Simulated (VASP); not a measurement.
Set up this calculation in VASP 6.6.1, as the native input.

```yaml
Task: single point
Functional: PBEsol
Potentials_or_basis: VASP PAW PBE potentials, release 64 (Mg)
Cutoff: 520 eV
k_mesh: 8 × 8 × 8
Occupations: gaussian, width 0.1 eV
Spin: no spin polarisation
Dipole_correction: no
Further_INCAR_settings: ALGO = Normal; EDIFF = 1e-06; NBANDS = 7
```

The structure of Mg lies in POSCAR:

```
Mg
1.0
   -1.6924711255      1.6924711255      1.6924711255
    1.6924711255     -1.6924711255      1.6924711255
    1.6924711255      1.6924711255     -1.6924711255
Mg
1
Direct
    0.0000000000      0.0000000000      0.0000000000
```

This cell differs from its parent crystal: Cd replaced by Mg, lengths x 0.987, strained.

These files were run (other wordings do the same):

INCAR

```
ALGO = Normal
EDIFF = 1E-6
ENCUT = 520
GGA = PS
ISIF = 2
ISMEAR = 0
LASPH = True
LCHARG = False
LREAL = False
LWAVE = False
NBANDS = 7
NELM = 100
PREC = Accurate
SIGMA = 0.1
```

KPOINTS

```
k-points
0
Gamma
  8 8 8
```

Potentials or basis: VASP PAW PBE potentials, release 64 (Mg).

Run with:

```console
$ cat potpaw_PBE.64/Mg/POTCAR > POTCAR
$ mpirun -np 1 vasp_std > vasp.out
```

It gave:

- Pressure: 7.0 GPa
- Band gap on the k mesh: zero (band 1 reaches 7.59 eV, above the bottom of band 2 at 2.66 eV)

Caveat: the cell differs from its parent crystal (Cd replaced by Mg, lengths x 0.987, strained); the PAW data sets were made with another functional, which shifts forces and pressure a little.

Run time: 2.3 s on 1 thread of Intel(R) Xeon(R) 6975P-C (Granite Rapids) (shared host), peak memory 0.13 GiB.
